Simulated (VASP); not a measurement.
Input of a VASP 6.6.1 run:

INCAR

```
PREC = Accurate ; ENCUT = 520
EDIFF = 1E-6 ; ISMEAR = 0
SIGMA = 0.02 ; LREAL = False
LASPH = True ; NELM = 80
ALGO = Normal ; ISIF = 2
LWAVE = False ; LCHARG = False
GGA = PE ; IVDW = 12
NBANDS = 17
```

File KPOINTS:

```
Automatic mesh
0
Gamma
  10 10 10
```

Contents of POSCAR:

```
SnSe
1.0
    0.0000000000      2.8640892548      2.8640892548
    2.8640892548      0.0000000000      2.8640892548
    2.8640892548      2.8640892548      0.0000000000
Sn Se
1 1
Direct
    0.0000000000      0.0000000000      0.0000000000
    0.5000000000      0.5000000000      0.5000000000
```

Potentials or basis: VASP PAW PBE potentials, release 64 (Sn_d, Se).

Run with:

```console
$ cat potpaw_PBE.64/Sn_d/POTCAR potpaw_PBE.64/Se/POTCAR > POTCAR
$ mpirun -np 1 vasp_std > vasp.out
```

(1) Estimate the dispersion energy per atom.

(2) Predict the band gap on the k mesh.

Results:

(1) -0.412 eV.

(2) 0.28 eV, indirect (least direct gap 0.56 eV).

Caveat: spin-orbit coupling is left out, which moves the levels of the heavy elements.
